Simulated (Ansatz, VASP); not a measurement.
TiSi2 in VASP and in Ansatz

Contents of INCAR:

```
SYSTEM = TiSi2
PREC = Accurate
ENCUT = 520
EDIFF = 1E-6
ISMEAR = 0
SIGMA = 0.15
LREAL = .False.
LASPH = .True.
NELM = 100
ALGO = Normal
ISIF = 2
LWAVE = .False.
LCHARG = .True.
GGA = PE
LELF = .True.
LVHAR = .True.
NBANDS = 29
```

File KPOINTS:

```
Automatic mesh
0
Gamma
  12 12 12
  0 0 0
```

POSCAR

```
TiSi2
1.0
    1.8574003622     -6.5541480971      0.0000000000
    1.8574003622      6.5541480971      0.0000000000
    0.0000000000      0.0000000000      3.7480047988
Ti Si
2 4
Direct
    0.8968075259      0.1031924741      0.7500000000
    0.1031924741      0.8968075259      0.2500000000
    0.5591373592      0.4408626408      0.7500000000
    0.4408626408      0.5591373592      0.2500000000
    0.2498287182      0.7501712818      0.7500000000
    0.7501712818      0.2498287182      0.2500000000
```

Input for Ansatz:

```yaml
crystal:
  lattice:
    - [1.8574003622, -6.5541480971, 0.0]
    - [1.8574003622, 6.5541480971, 0.0]
    - [0.0, 0.0, 3.7480047988]
  atoms:
    - { symbol: Ti, position: [0.8968075259, 0.1031924741, 0.75] }
    - { symbol: Ti, position: [0.1031924741, 0.8968075259, 0.25] }
    - { symbol: Si, position: [0.5591373592, 0.4408626408, 0.75] }
    - { symbol: Si, position: [0.4408626408, 0.5591373592, 0.25] }
    - { symbol: Si, position: [0.2498287182, 0.7501712818, 0.75] }
    - { symbol: Si, position: [0.7501712818, 0.2498287182, 0.25] }
basis:
  ecutwfc: 520.0
kpoints:
  mp_grid: { grid: [12, 12, 12] }
hamiltonian:
  xc: pbe
  pseudopotentials: { kind: paw, azcp: { folder: soft_1 } }
scf:
  occupations: { method: gaussian, width: 0.15 }
output:
  forces: true
  stress: true
  eigenvalues: true
```

Change from the starting cell: volume 15.209 Å^3 an atom, stretch along b over the lengths across it, relative to the relaxed cell 0.9230.

Alike in both runs: task single point; functional PBE; k mesh 12 × 12 × 12; occupations gaussian, width 0.15 eV; no spin polarisation.

```csv
,VASP,Ansatz
version,VASP 6.6.1,Ansatz 0.2.0
potentials or method,"VASP PAW PBE potentials, release 64 (Ti_sv, Si), cutoff 520 eV","scalar-relativistic, plane waves, PAW"
valence electrons in the cell,40,40
```

```tsv
	VASP	Ansatz	Ansatz less VASP
gap on the k mesh at the Fermi level (eV)	none	none	-
pressure (GPa)	-7.5	-7.5	0.00
traceless stress, the component that is largest in VASP (GPa)	10.32	10.33	+0.003
rms of the force components (eV/Å)	0.142	0.143	+0.0009
```

Atom by atom the forces differ by 0.002 eV/Å (rms over components). A gap of «none» marks a metal or a gap that the smearing closes.
